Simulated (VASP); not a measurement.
# HfO2 (P4_2/nmc) in VASP: a run that goes wrong, beside a sound one

Two runs on HfO2: the first has a flaw, the second is sound.

All numbers are computed with VASP 6.6.1; they aren't measurements. Logs are shortened: lines on timing, memory, paths and dates and some standing lists are left out, and cuts for length are marked.

## (1) The cell of the first run

The structure is tetragonal, space group P4_2/nmc (No. 137). The conventional cell has a = 3.558 Å, b = 3.558 Å, c = 5.172 Å, α = 90.00°, β = 90.00°, γ = 90.00°. Hf (site symmetry -4m2) has 8 O at 2.05 to 2.37 Å within 2.7 Å. Within 2.7 Å of O (site symmetry 2mm) lie 4 Hf at 2.05 to 2.37 Å and 6 O at 2.57 to 2.59 Å.

## (2) A run with an altered input

Contents of INCAR:

```
SYSTEM = HfO2
METAGGA  = R2SCAN         ! meta-GGA
ISMEAR   = -5             ! smearing method
SIGMA    = 0.03           ! smearing width, eV
LWAVE    = .FALSE.        ! write WAVECAR
LCHARG   = .FALSE.        ! write CHGCAR
NBANDS   = 38             ! bands
PREC     = Accurate       ! precision mode
LASPH    = .TRUE.         ! aspherical terms in the spheres
LREAL    = .FALSE.        ! projectors in reciprocal space
ALGO     = Normal         ! electronic algorithm
EDIFF    = 1E-6           ! SCF threshold, eV
NELM     = 90             ! most SCF steps
GGA_COMPAT= .FALSE.      
ENCUT    = 460            ! plane-wave cutoff, eV
EFERMI   = MIDGAP       
LMAXMIX  = 4              ! l up to which the mixer works
LMIXTAU  = .TRUE.
```

Contents of KPOINTS:

```
Automatic mesh
0
Gamma
  1 1 1
  0 0 0
```

Contents of KPOINTS_OPT:

```
path GXMGZRAZ,XR,MA
12
line-mode
reciprocal
 0.0000000000  0.0000000000  0.0000000000  G
 0.0000000000  0.5000000000  0.0000000000  X

 0.0000000000  0.5000000000  0.0000000000  X
 0.5000000000  0.5000000000  0.0000000000  M

 0.5000000000  0.5000000000  0.0000000000  M
 0.0000000000  0.0000000000  0.0000000000  G

 0.0000000000  0.0000000000  0.0000000000  G
 0.0000000000  0.0000000000  0.5000000000  Z

 0.0000000000  0.0000000000  0.5000000000  Z
 0.0000000000  0.5000000000  0.5000000000  R

 0.0000000000  0.5000000000  0.5000000000  R
 0.5000000000  0.5000000000  0.5000000000  A

 0.5000000000  0.5000000000  0.5000000000  A
 0.0000000000  0.0000000000  0.5000000000  Z

 0.0000000000  0.5000000000  0.0000000000  X
 0.0000000000  0.5000000000  0.5000000000  R

 0.5000000000  0.5000000000  0.0000000000  M
 0.5000000000  0.5000000000  0.5000000000  A
```

Contents of POSCAR:

```
HfO2
1.0
    3.5580193300      0.0000000000      0.0000000000
    0.0000000000      3.5580193300      0.0000000000
    0.0000000000      0.0000000000      5.1718612100
Hf O
2 4
Direct
    0.0000000000      0.0000000000      0.0000000000
    0.5000000000      0.5000000000      0.5000000000
    0.0000000000      0.5000000000      0.1972078800
    0.5000000000      0.0000000000      0.3027921200
    0.5000000000      0.0000000000      0.8027921200
    0.0000000000      0.5000000000      0.6972078800
```

Potentials or basis: VASP PAW PBE potentials, release 64 (Hf_pv, O).

Started as:

```console
$ cat potpaw_PBE.64/Hf_pv/POTCAR potpaw_PBE.64/O/POTCAR > POTCAR
$ mpirun -np 2 vasp_std > vasp.out
```

OUTCAR:

```text
SYSTEM = HfO2
   METAGGA = R2SCAN
   ISMEAR = -5
   PREC = Accurate
   LASPH = .TRUE.
   LREAL = .FALSE.
   EDIFF = 1E-6
   NELM = 90
   ENCUT = 460
   EFERMI = MIDGAP

|       ---->  I REFUSE TO CONTINUE WITH THIS SICK JOB ... BYE!!! <----       |
|                                                                             |
 -----------------------------------------------------------------------------
```

On the terminal:

```text
POSCAR found type information on POSCAR HfO
 POSCAR found :  2 types and       6 ions
[... 25 lines left out ...]

1
1
```

stdout:

```text
POSCAR found type information on POSCAR HfO
 POSCAR found :  2 types and       6 ions
 scaLAPACK will be used
 -----------------------------------------------------------------------------
|                                                                             |
|                                                                             |
[... 17 lines left out ...]
|                                                                             |
|       ---->  I REFUSE TO CONTINUE WITH THIS SICK JOB ... BYE!!! <----       |
|                                                                             |
 -----------------------------------------------------------------------------

1
1
```

Run time: 2.4 s. Hardware: 2 MPI ranks of AMD EPYC 9R45 (Zen 5), shared host.

The input was rejected before any iteration. The input was made wrong on purpose: tetrahedra on too few k points (ISMEAR = -5; KPAR = left out; k = 1 × 1 × 1).

## (3) Band structure, r2SCAN

INCAR, as its differences from that of step 2:

```diff
@@ -2,3 +2,3 @@
 METAGGA  = R2SCAN         ! meta-GGA
-ISMEAR   = -5             ! smearing method
+ISMEAR   = 0              ! smearing method
 SIGMA    = 0.03           ! smearing width, eV
@@ -12,3 +12,3 @@
 EDIFF    = 1E-6           ! SCF threshold, eV
-NELM     = 90             ! most SCF steps
+NELM     = 120            ! most SCF steps
 GGA_COMPAT= .FALSE.      
@@ -17,2 +17,3 @@
 LMAXMIX  = 4              ! l up to which the mixer works
-LMIXTAU  = .TRUE.
+LMIXTAU  = .TRUE.       
+KPAR     = 2
```

Contents of KPOINTS:

```
Automatic mesh
0
Gamma
  5 5 4
  0 0 0
```

KPOINTS_OPT is that of step 2.

POSCAR is that of step 2.

Potentials or basis: VASP PAW PBE potentials, release 64 (Hf_pv, O).

Started as:

```console
$ cat potpaw_PBE.64/Hf_pv/POTCAR potpaw_PBE.64/O/POTCAR > POTCAR
$ mpirun -np 2 vasp_std > vasp.out
```

Wall time 3.6 min (2 MPI ranks of AMD EPYC 9R45 (Zen 5), shared host); peak memory 0.17 GiB.

It converged, with:

```
Free energy             : -137.3244 eV
Pressure                : -0.3 GPa
Band gap on the k mesh  : 5.29 eV (least direct gap 5.37 eV)
Band gap along the path : 5.29 eV (least direct gap 5.37 eV)
```

Stress tensor (GPa, compression positive):
```
-0.14  0.00  0.00
 0.00 -0.14  0.00
 0.00  0.00 -0.52
```

Levels at the corners of the path, in eV from the valence-band top:
| point | band 20 | band 21 | band 22 | band 23 | band 24 | band 25 |
| --- | --- | --- | --- | --- | --- | --- |
| Γ | -0.14 | -0.08 | -0.08 | 5.29 | 5.31 | 6.55 |
| X | -1.48 | -0.14 | -0.14 | 5.67 | 5.67 | 6.72 |
| X | -1.48 | -0.14 | -0.14 | 5.67 | 5.67 | 6.72 |
| M | -0.79 | -0.52 | -0.52 | 6.33 | 6.33 | 6.70 |
| M | -0.79 | -0.52 | -0.52 | 6.33 | 6.33 | 6.70 |
| Γ | -0.14 | -0.08 | -0.08 | 5.29 | 5.31 | 6.55 |
| Γ | -0.14 | -0.08 | -0.08 | 5.29 | 5.31 | 6.55 |
| Z | -0.67 | 0.00 | 0.00 | 5.96 | 5.96 | 6.27 |
| Z | -0.67 | 0.00 | 0.00 | 5.96 | 5.96 | 6.27 |
| R | -1.44 | -0.98 | -0.98 | 5.81 | 5.81 | 6.19 |
| R | -1.44 | -0.98 | -0.98 | 5.81 | 5.81 | 6.19 |
| A | -1.44 | -0.05 | -0.05 | 6.52 | 6.52 | 6.87 |
| A | -1.44 | -0.05 | -0.05 | 6.52 | 6.52 | 6.87 |
| Z | -0.67 | 0.00 | 0.00 | 5.96 | 5.96 | 6.27 |
| X | -1.48 | -0.14 | -0.14 | 5.67 | 5.67 | 6.72 |
| R | -1.44 | -0.98 | -0.98 | 5.81 | 5.81 | 6.19 |
| M | -0.79 | -0.52 | -0.52 | 6.33 | 6.33 | 6.70 |
| A | -1.44 | -0.05 | -0.05 | 6.52 | 6.52 | 6.87 |

Caveat: the cutoff is under 1.25 times the usual one of these potentials, so pressure, stress and relaxed cells hold a basis-set (Pulay) error; the PAW data sets were made with another functional, which shifts forces and pressure a little; spin-orbit coupling is left out, which moves the levels of the heavy elements.
